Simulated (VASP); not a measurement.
Set up this calculation in VASP 6.6.1, as the native input.

| Quantity | Value |
| --- | --- |
| Task | single point |
| Functional | PBE |
| Potentials or basis | VASP PAW PBE potentials, release 64 (Al, N) |
| Cutoff | 520 eV |
| k mesh | 6 × 6 × 1 |
| Occupations | gaussian, width 0.1 eV |
| Spin | no spin polarisation |
| Dipole correction | no |
| Further INCAR settings | LREAL = Auto; ALGO = Normal; EDIFF = 1e-06; NBANDS = 46 |

The structure of AlN lies in POSCAR:

```
AlN
1.0
    3.1206836376     -0.0000464415     -0.0000380052
   -1.5603821473      2.7026293444      0.0000231550
   -0.0002466613      0.0000303826     20.2225410270
Al N
8 8
Direct
    0.3333152220      0.6666699705      0.8275394042
    0.9999727211     -0.0000074034      0.7019832580
    0.6666649983      0.3333244064      0.3285504725
    0.6666900004      0.3333352570      0.5774877489
    1.0000284507     -0.0000019288      0.4530051284
    0.3333407673      0.6666694176      0.0774968731
    0.9999997627      0.0000025948      0.2030534042
    0.6666702731      0.3333366094      0.9530341522
    0.6666575494      0.3333377075      0.0472285354
    0.6666499268      0.3333336388      0.6716964412
    0.3333265407      0.6666675284      0.9222551361
    1.0000012986     -0.0000037709      0.2977715745
    0.9999752094      0.0000002294      0.7967257236
    1.0000093689      0.0000021221      0.5471993730
    0.3333250926      0.6666654632      0.1722424794
    0.6667061512      0.3333348246      0.4227312952
```

These files were run (other wordings do the same):

INCAR

```
SYSTEM = AlN
PREC     = Accurate       ! precision mode
ENCUT    = 520            ! plane-wave cutoff, eV
EDIFF    = 1E-6           ! SCF threshold, eV
ISMEAR   = 0              ! smearing method
SIGMA    = 0.1            ! smearing width, eV
LREAL    = Auto         
LASPH    = .True.         ! aspherical terms in the spheres
NELM     = 60             ! most SCF steps
ALGO     = Normal         ! electronic algorithm
ISIF     = 2              ! what is computed and relaxed
LWAVE    = .False.        ! write WAVECAR
LCHARG   = .True.         ! write CHGCAR
GGA      = PE             ! functional
LELF     = .True.         ! ELF
LVHAR    = .True.       
NBANDS   = 46             ! bands
```

KPOINTS

```
Automatic mesh
0
Gamma
  6 6 1
  0 0 0
```

Potentials or basis: VASP PAW PBE potentials, release 64 (Al, N).

Command:

```bash
$ cat potpaw_PBE.64/Al/POTCAR potpaw_PBE.64/N/POTCAR > POTCAR
$ mpirun -np 1 vasp_std > vasp.out
```

Results of the run:

The pressure is -0.3 GPa. The largest force is 0.010 eV/Å and the band gap on the k mesh is 3.86 eV (least direct gap 4.00 eV).

Caveat: an odd mesh through Γ misses points on the zone boundary, where band edges can lie.

Run time: 6.2 min on 1 thread of AMD EPYC 7R13, on a shared host, peak memory 0.29 GiB.
